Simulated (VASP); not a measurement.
Input of a VASP 6.6.1 run:

INCAR

```
PREC = Accurate ; ENCUT = 600
EDIFF = 1E-6 ; ISMEAR = 0
SIGMA = 0.1 ; LREAL = False
LASPH = True ; NELM = 120
ALGO = Normal ; ISIF = 2
LWAVE = False ; LCHARG = True
GGA = PE ; LELF = True
LVHAR = True ; NBANDS = 16
GGA_COMPAT = False
```

The input KPOINTS:

```
Automatic mesh
0
Gamma
  4 4 4
```

File POSCAR:

```
GaN
1.0
    0.0000000000      2.2831553320      2.2831553320
    2.2831553320      0.0000000000      2.2831553320
    2.2831553320      2.2831553320      0.0000000000
Ga N
1 1
Direct
    0.0000000000      0.0000000000      0.0000000000
    0.7500000000      0.7500000000      0.7500000000
```

Potentials or basis: VASP PAW PBE potentials, release 64 (Ga_d, N).

Launch:

```bash
$ cat potpaw_PBE.64/Ga_d/POTCAR potpaw_PBE.64/N/POTCAR > POTCAR
$ mpirun -np 1 vasp_std > vasp.out
```

**Question.** Estimate the band gap on the k mesh.

**Answer.** 1.45 eV, direct.

**Question.** Predict the pressure.

**Answer.** -2.1 GPa.

Caveat: the k points lie up to 0.60 Å⁻¹ apart. As with any semilocal functional, this PBE gap is likely too small.
